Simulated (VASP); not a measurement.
# Ni in VASP: further runs

Aim: see how the results for Ni move with the level of theory and the settings. Levels: r2SCAN, PBEsol. Tasks: single point.

Program: VASP 6.6.1. These are calculated values, not measurements. Logs are shortened: lines on timing, memory, paths and dates and some standing lists are left out, and cuts for length are marked.

**1. The cell of the first run**

The structure is hexagonal, space group P6_3/mmc (No. 194). Conventional cell: a = 2.448 Å, b = 2.448 Å, c = 4.073 Å, α = 90.00°, β = 90.00°, γ = 120.00°. Within 3.2 Å of Ni (site symmetry -6m2) lie 12 Ni at 2.45 to 2.48 Å.

**2. Single point, r2SCAN, collinear spin, ferromagnetic start**

Contents of POSCAR:

```
Ni
1.0
    2.4480228978      0.0000000000      0.0000000000
   -1.2240114489      2.1200500186      0.0000000000
    0.0000000000      0.0000000000      4.0728075700
Ni
2
Direct
    0.6666666667      0.3333333333      0.7500000000
    0.3333333333      0.6666666667      0.2500000000
```

Contents of INCAR.step1:

```
PREC     = Accurate       # precision mode
ENCUT    = 520            # plane-wave cutoff, eV
ISMEAR   = 1              # smearing method
SIGMA    = 0.05           # smearing width, eV
LREAL    = F              # projectors in reciprocal space
LASPH    = T              # aspherical terms in the spheres
NELM     = 150            # most SCF steps
ISPIN    = 2              # spin polarisation
MAGMOM   = 1 1            # initial moments
LMAXMIX  = 4              # l up to which the mixer works
NBANDS   = 21             # bands
GGA      = PE             # functional
ALGO     = Normal         # electronic algorithm
EDIFF    = 1E-4           # SCF threshold, eV
LWAVE    = T              # write WAVECAR
LCHARG   = F              # write CHGCAR
```

Contents of INCAR.step2:

```
PREC     = Accurate       # precision mode
ENCUT    = 520            # plane-wave cutoff, eV
EDIFF    = 1E-6           # SCF threshold, eV
ISMEAR   = 1              # smearing method
SIGMA    = 0.05           # smearing width, eV
LREAL    = F              # projectors in reciprocal space
LASPH    = T              # aspherical terms in the spheres
NELM     = 150            # most SCF steps
ALGO     = Normal         # electronic algorithm
ISIF     = 2              # what is computed and relaxed
LWAVE    = F              # write WAVECAR
LCHARG   = T              # write CHGCAR
ISPIN    = 2              # spin polarisation
MAGMOM   = 1 1            # initial moments
LORBIT   = 11             # projections on sites
LMAXMIX  = 4              # l up to which the mixer works
METAGGA  = R2SCAN         # meta-GGA
LMIXTAU  = T            
LELF     = T              # ELF
LVHAR    = T            
NBANDS   = 21             # bands
ISTART   = 1
```

Contents of KPOINTS:

```
regular mesh
0
Gamma
  10 10 6
```

Potentials or basis: VASP PAW PBE potentials, release 64 (Ni).

The run is started by

```sh
$ cat potpaw_PBE.64/Ni/POTCAR > POTCAR
$ cp INCAR.step1 INCAR
$ mpirun -np 1 vasp_std > vasp.out
$ cp INCAR.step2 INCAR
$ mpirun -np 1 vasp_std > vasp.out
```

OUTCAR:

```text
PREC = Accurate
   ENCUT = 520
   EDIFF = 1E-6
   ISMEAR = 1
   LREAL = F
   LASPH = T
   NELM = 150
   ISIF = 2
   ISPIN = 2
   LORBIT = 11
   METAGGA = R2SCAN
   ISTART = 1

 ion  position               nearest neighbor table
   1  0.667  0.333  0.750-   2 2.48   2 2.48   2 2.48   2 2.48   2 2.48   2 2.48
   2  0.333  0.667  0.250-   1 2.48   1 2.48   1 2.48   1 2.48   1 2.48   1 2.48

  LATTYP: Found a hexagonal cell.
 ALAT       =     2.4480228978
 C/A-ratio  =     1.6637130207

  Lattice vectors:

 A1 = (   2.4480228978,   0.0000000000,   0.0000000000)
 A2 = (  -1.2240114489,   2.1200500186,   0.0000000000)
 A3 = (   0.0000000000,   0.0000000000,   4.0728075700)

Analysis of symmetry for initial positions (statically):
=====================================================================
 Subroutine PRICEL returns:
 Original cell was already a primitive cell.

 Routine SETGRP: Setting up the symmetry group for a
 hexagonal supercell.

 Subroutine GETGRP returns: Found 24 space group operations
 (whereof 12 operations were pure point group operations)
 out of a pool of 24 trial point group operations.

The static configuration has the point symmetry D_3d.
 The point group associated with its full space group is D_6h.

Analysis of symmetry for dynamics (positions and initial velocities):
=====================================================================
 Subroutine PRICEL returns:
 Original cell was already a primitive cell.

 Routine SETGRP: Setting up the symmetry group for a
 hexagonal supercell.

 Subroutine GETGRP returns: Found 24 space group operations
 (whereof 12 operations were pure point group operations)
 out of a pool of 24 trial point group operations.

The dynamic configuration has the point symmetry D_3d.
 The point group associated with its full space group is D_6h.

Analysis of structural, dynamic, and magnetic symmetry:
=====================================================================
 Subroutine PRICEL returns:
 Original cell was already a primitive cell.

 Routine SETGRP: Setting up the symmetry group for a
 hexagonal supercell.

 Subroutine GETGRP returns: Found 24 space group operations
 (whereof 12 operations were pure point group operations)
 out of a pool of 24 trial point group operations.

The overall configuration has the point symmetry D_3d.
 The point group associated with its full space group is D_6h.

 Subroutine INISYM returns: Found 24 space group operations
 (whereof 12 operations are pure point group operations),
 and found     1 'primitive' translations

----------------------------------------------------------------------------------------

                                     Primitive cell

  volume of cell :      21.1376

  direct lattice vectors                    reciprocal lattice vectors
     2.448022898  0.000000000  0.000000000     0.408492911  0.235843492  0.000000000
    -1.224011449  2.120050019  0.000000000     0.000000000  0.471686984  0.000000000
     0.000000000  0.000000000  4.072807570     0.000000000  0.000000000  0.245530873

  length of vectors
     2.448022898  2.448022898  4.072807570     0.471686984  0.471686984  0.245530873

  position of ions in fractional coordinates (direct lattice)
     0.666666667  0.333333333  0.750000000
     0.333333333  0.666666667  0.250000000

  ion indices of the primitive-cell ions
   primitive index   ion index
                 1           1
                 2           2

----------------------------------------------------------------------------------------

 KPOINTS: regular mesh

Automatic generation of k-mesh.
 Grid dimensions read from file:
 generate k-points for:   10   10    6

 Generating k-lattice:

  Cartesian coordinates                     Fractional coordinates (reciprocal lattice)
     0.040849291  0.023584349  0.000000000     0.100000000 -0.000000000  0.000000000
     0.000000000  0.047168698  0.000000000     0.000000000  0.100000000  0.000000000
     0.000000000  0.000000000  0.040921812     0.000000000  0.000000000  0.166666667

  Length of vectors
     0.047168698  0.047168698  0.040921812

  Shift w.r.t. Gamma in fractional coordinates (k-lattice)
     0.000000000  0.000000000  0.000000000

 Subroutine IBZKPT returns following result:
 ===========================================

 Found     56 irreducible k-points:

 Following reciprocal coordinates:
            Coordinates               Weight
  0.000000  0.000000  0.000000      1.000000
  0.100000 -0.000000  0.000000      6.000000
  0.200000 -0.000000  0.000000      6.000000
  0.300000  0.000000  0.000000      6.000000
  0.400000 -0.000000  0.000000      6.000000
  0.500000 -0.000000  0.000000      3.000000
[... 16 lines left out ...]
  0.300000  0.100000  0.166667     24.000000
  0.400000  0.100000  0.166667     24.000000
 [... further k-points ...]
   k-points           NKPTS =     56   k-points in BZ     NKDIM =     56   number of bands    NBANDS=     21
   number of dos      NEDOS =    301   number of ions     NIONS =      2
   total plane-waves  NPLWV =   9720
   dimension x,y,z NGX =    18 NGY =   18 NGZ =   30
   dimension x,y,z NGXF=    36 NGYF=   36 NGZF=   60
   ions per type =               2
   NGX,Y,Z   is equivalent  to a cutoff of  12.22, 12.22, 12.25 a.u.
   NGXF,Y,Z  is equivalent  to a cutoff of  24.45, 24.45, 24.49 a.u.
 SYSTEM =  unknown system
   PREC   = accura    normal or accurate (medium, high low for compatibility)
   ISTART =      1    job   : 0-new  1-cont  2-samecut
   ICHARG =      0    charge: 1-file 2-atom 10-const
   ISPIN  =      2    spin polarized calculation?
   LNONCOLLINEAR =      F non collinear calculations
   LSORBIT =      F    spin-orbit coupling
   LASPH  =      T    aspherical Exc in radial PAW
   ENCUT  =  520.0 eV  38.22 Ry    6.18 a.u.   4.55  4.55  7.57*2*pi/ulx,y,z
   NELM   =    150;   NELMIN=  2; NELMDL=  0     # of ELM steps
   EDIFF  = 0.1E-05   stopping-criterion for ELM
   LREAL  =      F    real-space projection
   EDIFFG = 0.1E-04   stopping-criterion for IOM
   NSW    =      0    number of steps for IOM
   IBRION =     -1    ionic relax: 0-MD 1-quasi-New 2-CG
   NFREE  =      0    steps in history (QN), initial steepest desc. (CG)
   ISIF   =      2    stress and relaxation
   ISYM   =      2    0-nonsym 1-usesym 2-fastsym
   POTIM  = 0.5000    time-step for ionic-motion
   TEBEG  =    0.0;   TEEND  =   0.0 temperature during run
   PSTRESS=    0.0 pullay stress
   NELECT =      20.0000    total number of electrons
   NUPDOWN=      -1.0000    fix difference up-down
   EMIN   =  10.00;   EMAX   =-10.00  energy-range for DOS
   EFERMI =   0.00;   METHOD = LEGACY
   ISMEAR =     1;   SIGMA  =   0.05  broadening in eV -4-tet -1-fermi 0-gaus
   EFERMI_NEDOS =   21; number of points for ismear=-14 and -15
   IALGO  =     38    algorithm
   IMIX   =      4    mixing-type and parameters
     AMIX     =   0.40;   BMIX     =  1.00
     AMIX_MAG =   1.60;   BMIX_MAG =  1.00
  volume/ion in A,a.u.               =      10.57        71.32
  Fermi-wavevector in a.u.,A,eV,Ry     =   1.607187  3.037143 35.144518  2.583049
  Thomas-Fermi vector in A             =   2.703255
   LORBIT       =     11    0 simple, 1 ext, 2 COOP (PROOUT), +10 PAW based schemes
   METAGGA = R2SCAN    functional components
   LHFCALC =     F    Hartree Fock is set to
   AEXX    =    0.0000 exact exchange contribution
   IVDW    =     0    specifies the selected vdW correction
   LEPSILON=     F    determine dielectric tensor
   LRPA    =     F    only Hartree local field effects (RPA)
 spin polarized calculation
 Methfessel and Paxton  Order N= 1 SIGMA  =   0.05
  energy-cutoff  :      520.00
  volume of cell :       21.14
 maximum number of plane-waves:       592
   NGX =  9   NGY =  9   NGZ = 15

 number of electron      19.9999995 magnetization       1.3650044

 Free energy of the ion-electron system (eV)
  ---------------------------------------------------
  ext. energy  EPLUGINS =         0.00000000
  ---------------------------------------------------
  free energy    TOTEN  =       -23.81942527 eV

  energy without entropy =      -23.81992070  energy(sigma->0) =      -23.81959041

 E-fermi :   9.7023     XC(G=0): -14.5759

 val. band max:        9.7013908874   @ k =   0.2000  -0.0000   0.5000
 cond. band min:       9.7095115168   @ k =   0.3000   0.3000   0.0000
 fundamental gap:      0.0081206294
 Fermi energy:         9.7022544039

 spin component 1

 k-point     1 :       0.0000    0.0000    0.0000
  band No.  band energies     occupation
      1       0.1226      1.00000
      2       4.2686      1.00000
      3       6.6387      1.00000
      4       6.8664      1.00000
      5       6.8667      1.00000
      6       7.1275      1.00000
[... 13 lines left out ...]
     20      37.3476      0.00000
     21      41.2280      0.00000
[... 529 lines left out ...]
 k-point    24 :       0.4000    0.1000    0.1667
  band No.  band energies     occupation
      1       4.6542      1.00000
      2       4.9846      1.00000
      3       5.6069      1.00000
      4       6.1172      1.00000
      5       6.9026      1.00000
      6       7.3226      1.00000
[... 13 lines left out ...]
     20      35.6108      0.00000
     21      39.5460      0.00000

 [... further k-points ...]

 spin component 2

 k-point     1 :       0.0000    0.0000    0.0000
  band No.  band energies     occupation
      1      -0.1280      1.00000
      2       5.0100      1.00000
      3       8.0013      1.00000
      4       8.0015      1.00000
      5       8.1450      1.00000
      6       8.2951      1.00000
[... 13 lines left out ...]
     20      37.5568      0.00000
     21      41.5470      0.00000
[... 529 lines left out ...]
 k-point    24 :       0.4000    0.1000    0.1667
  band No.  band energies     occupation
      1       5.1168      1.00000
      2       5.7362      1.00000
      3       6.1307      1.00000
      4       6.7912      1.00000
      5       7.6651      1.00000
      6       8.2047      1.00000
[... 13 lines left out ...]
     20      35.8596      0.00000
     21      39.6478      0.00000

 [... further k-points ...]
[... 5 lines left out ...]
  --------------------------------------------------------------------------------------
  -------------------------------------------------------------------------------------
  Total       -0.0996613     -0.0996613      0.1778466     -0.0000000      0.0000000      0.0000000
  in kB       -7.5540849     -7.5540849     13.4803322     -0.0000000      0.0000000      0.0000000
  external PRESSURE =      -0.5426126 kB  Pullay stress =       0.0000000 kB

 VOLUME and BASIS-vectors are now :
 -----------------------------------------------------------------------------
  energy-cutoff  :      520.00
  volume of cell :       21.14
      direct lattice vectors                 reciprocal lattice vectors
     2.448022898  0.000000000  0.000000000     0.408492911  0.235843492  0.000000000
    -1.224011449  2.120050019  0.000000000     0.000000000  0.471686984  0.000000000
     0.000000000  0.000000000  4.072807570     0.000000000  0.000000000  0.245530873

 POSITION                                       TOTAL-FORCE (eV/Angst)
 -----------------------------------------------------------------------------------
      1.22401      0.70668      3.05461        -0.000000      0.000000      0.000000
     -0.00000      1.41337      1.01820         0.000000     -0.000000      0.000000
 -----------------------------------------------------------------------------------
    total drift:                               -0.000000      0.000000     -0.000000

  FREE ENERGIE OF THE ION-ELECTRON SYSTEM (eV)
  ---------------------------------------------------
  free  energy   TOTEN  =       -23.8194252680 eV

  energy  without entropy=      -23.8199206997  energy(sigma->0) =      -23.81959041

 total charge

# of ion       s       p       d       tot
------------------------------------------
    1        0.524   0.540   8.337   9.402
    2        0.524   0.540   8.337   9.402
--------------------------------------------------
tot          1.048   1.080  16.675  18.803

 magnetization (x)

# of ion       s       p       d       tot
------------------------------------------
    1       -0.010  -0.044   0.756   0.702
    2       -0.010  -0.044   0.756   0.702
--------------------------------------------------
tot         -0.019  -0.088   1.512   1.405
```

Run time: 3.6 min. Hardware: 1 thread of Intel Xeon Platinum 8259CL at 2.50GHz (Skylake/Cascade Lake), shared host; peak memory 0.16 GiB.

What came out:

```
Free energy                                           : -23.8194 eV
Pressure                                              : -0.1 GPa
Net moment                                            : 1.37 μB per cell
Site moments                                          : Ni +0.70 μB
Valence electrons inside the program's atomic spheres : Ni 9.40
```

Stress tensor (GPa, compression positive):
```
-0.76  0.00  0.00
 0.00 -0.76  0.00
 0.00  0.00  1.35
```

Caveat: the PAW data sets were made with another functional, which shifts forces and pressure a little.

**3. Single point, r2SCAN, collinear spin, ferromagnetic start**

POSCAR is that of step 2.

Contents of INCAR.step1:

```
SYSTEM = Ni
  PREC = Accurate
  ENCUT = 520
  ISMEAR = 1
  SIGMA = 0.025
  LREAL = .FALSE.
  LASPH = .TRUE.
  NELM = 150
  ISPIN = 2
  MAGMOM = 1 1
  LMAXMIX = 4
  NBANDS = 21
  GGA = PE
  ALGO = Normal
  EDIFF = 1E-4
  LWAVE = .TRUE.
  LCHARG = .FALSE.
```

Contents of INCAR.step2:

```
SYSTEM = Ni
  PREC = Accurate
  ENCUT = 520
  EDIFF = 1E-6
  ISMEAR = 1
  SIGMA = 0.025
  LREAL = .FALSE.
  LASPH = .TRUE.
  NELM = 150
  ALGO = Normal
  ISIF = 2
  LWAVE = .FALSE.
  LCHARG = .TRUE.
  ISPIN = 2
  MAGMOM = 1 1
  LORBIT = 11
  LMAXMIX = 4
  METAGGA = R2SCAN
  LMIXTAU = .TRUE.
  LELF = .TRUE.
  LVHAR = .TRUE.
  NBANDS = 21
  ISTART = 1
```

Contents of KPOINTS:

```
Automatic mesh
0
G
  10 10 6
  0 0 0
```

Potentials or basis: VASP PAW PBE potentials, release 64 (Ni).

The run is started by

```sh
$ cat potpaw_PBE.64/Ni/POTCAR > POTCAR
$ cp INCAR.step1 INCAR
$ mpirun -np 1 vasp_std > vasp.out
$ cp INCAR.step2 INCAR
$ mpirun -np 1 vasp_std > vasp.out
```

Wall time 3.5 min (1 thread of Intel Xeon Platinum 8259CL at 2.50GHz (Skylake/Cascade Lake), shared host); peak memory 0.16 GiB.

Results (log left out):

```yaml
Free_energy: -23.8195 eV
Pressure: -0.1 GPa
Net_moment: 1.36 μB per cell
Site_moments: Ni +0.70 μB
Valence_electrons_inside_the_program's_atomic_spheres: Ni 9.40
```

Stress tensor (GPa, compression positive):
```
-0.79  0.00  0.00
 0.00 -0.79  0.00
 0.00  0.00  1.34
```

Levels at points of the mesh, in eV from the Fermi level:
Spin up:
```
           k point  band 8  band 9  band 10  band 11  band 12  band 13  band 14  band 15
(0.00, 0.00, 0.00)   -1.87   -1.87    -0.93    -0.93    -0.62     5.60    23.89    26.29
(0.50, 0.00, 0.00)   -1.01   -0.90    -0.77     0.99     3.11     9.73    10.36    12.81
(0.00, 0.00, 0.50)   -2.85   -1.25    -1.25    -1.25    -1.25    14.63    14.63    24.67
(0.50, 0.00, 0.50)   -1.40   -0.94    -0.94     1.45     1.45     7.17     7.17    19.49
```
Spin down:
```tsv
k point	band 5	band 6	band 7	band 8	band 9	band 10	band 11	band 12	band 13	band 14
(0.00, 0.00, 0.00)	-1.56	-1.41	-1.41	-1.20	-1.20	-0.81	-0.21	-0.21	6.39	23.74
(0.50, 0.00, 0.00)	-2.09	-2.02	-1.23	-0.04	0.29	0.42	1.89	3.73	9.81	10.50
(0.00, 0.00, 0.50)	-1.78	-1.78	-1.78	-1.78	-0.47	-0.47	-0.47	-0.47	14.88	14.88
(0.50, 0.00, 0.50)	-1.13	-1.13	-0.25	-0.25	0.36	0.36	1.58	1.58	7.61	7.61
```

Caveat: the PAW data sets were made with another functional, which shifts forces and pressure a little.

(Continued in part 2 of 2.)
